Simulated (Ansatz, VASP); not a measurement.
**Hf: VASP beside Ansatz**

INCAR

```
PREC = Accurate ; ENCUT = 520
EDIFF = 1E-7 ; ISMEAR = -1
SIGMA = 0.03 ; LREAL = False
LASPH = True ; NELM = 60
ALGO = Normal ; ISIF = 2
LWAVE = False ; LCHARG = False
GGA = PS ; NBANDS = 11
```

File KPOINTS:

```
regular mesh
0
Gamma
  16 16 16
```

POSCAR

```
Hf
1.0
   -0.0444000000      2.1978000000      2.1978000000
    2.1978000000     -0.0444000000      2.1978000000
    2.1978000000      2.1978000000     -0.0444000000
Hf
1
Direct
    0.0000000000      0.0000000000      0.0000000000
```

Input for Ansatz:

```yaml
crystal:
  lattice:
    - [-0.0444, 2.1978, 2.1978]
    - [2.1978, -0.0444, 2.1978]
    - [2.1978, 2.1978, -0.0444]
  atoms:
    - { symbol: Hf, position: [0.0, 0.0, 0.0] }
kpoints:
  mp_grid: { grid: [16, 16, 16] }
  band_path:
    path:
      - [0.0, 0.0, 0.0]
      - [0.5, 0.5, 0.5]
      - [0.2551801333, 0.5, 0.7448198667]
      - [-0.2551801333, 0.2551801333, 0.5]
      - [0.0, 0.0, 0.5]
      - [0.0, 0.0, 0.0]
      - [-0.3775900666, 0.0, 0.3775900666]
      - [0.0, 0.3775900666, 0.6224099334]
      - [0.0, 0.5, 0.5]
    npoints: 5
scf:
  occupations: { method: fermi_dirac, width: 0.03 }
hamiltonian:
  xc: pbesol
  pseudopotentials: { kind: all_electron, lapw: { basis_error: 0.00025 } }
output:
  forces: true
  stress: true
  eigenvalues: true
```

Change from the starting cell: equal xy, yz and zx shear strains of -2 %.

Alike in both runs: task single point; functional PBEsol; k mesh 16 × 16 × 16; occupations fermi-dirac, width 0.03 eV; no spin polarisation.

```csv
,VASP,Ansatz
version,VASP 6.6.1,Ansatz 0.2.0
potentials or method,"VASP PAW PBE potentials, release 64 (Hf_pv), cutoff 520 eV","all-electron LAPW, scalar-relativistic"
```

Ansatz gave:

| Quantity | Value |
| --- | --- |
| pressure (GPa) | -1.5 |
| traceless stress, the component that is largest in VASP (GPa) | 1.18 |

Task: What did VASP give for the same quantities?

Result: Pressure (GPa): -1.9; traceless stress, the component that is largest in VASP (GPa): 1.18.

VASP's potentials were made for PBE, not for PBEsol. Ansatz ran all-electron here, and VASP with PAW potentials.

Spin-orbit coupling is off throughout.
